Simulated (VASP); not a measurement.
RbLuS2, 4 atoms in the cell. The structure is trigonal, space group R-3m (No. 166). Conventional cell: a = 3.991 Å, b = 3.991 Å, c = 22.838 Å, α = 90.00°, β = 90.00°, γ = 120.00°. Within 4.3 Å of Rb (site symmetry -3m) lie 6 S at 3.29 Å and 6 Rb at 3.99 Å. Lu (site symmetry -3m) has 6 S at 2.72 Å within 3.6 Å. Within 3.6 Å of S (site symmetry 3m) lie 3 Lu at 2.72 Å and 3 Rb at 3.29 Å. 

| Item | Value |
| --- | --- |
| Program | VASP 6.6.1 |
| Task | single point |
| Functional | PBEsol |
| Potentials or basis | VASP PAW PBE potentials, release 64 (Rb_sv, Lu, S) |
| Cutoff | 520 eV |
| k mesh | 6 × 6 × 6 |
| Occupations | gaussian, width 0.01 eV |
| Spin | non-collinear spin, zero start, spin-orbit coupling |
| Starting moments | [[0.0, 0.0, 0.0], [0.0, 0.0, 0.0], [0.0, 0.0, 0.0], [0.0, 0.0, 0.0]] μB |
| Dipole correction | no |
| Further INCAR settings | ALGO = Normal; EDIFF = 1e-06; NBANDS = 60 |

Potentials or basis: VASP PAW PBE potentials, release 64 (Rb_sv, Lu, S).

The run is started by

```bash
$ cat potpaw_PBE.64/Rb_sv/POTCAR potpaw_PBE.64/Lu/POTCAR potpaw_PBE.64/S/POTCAR > POTCAR
$ mpirun -np 1 vasp_ncl > vasp.out
```

Hardware: 1 thread of Intel(R) Xeon(R) Platinum 8488C (Sapphire Rapids), with other jobs on the host.

Question: Estimate the wall time of this run.

Answer: Run time: 72 min on 1 thread of Intel(R) Xeon(R) Platinum 8488C (Sapphire Rapids) (shared host), peak memory 1.4 GiB. Counts: scf iterations 16, k points 32.
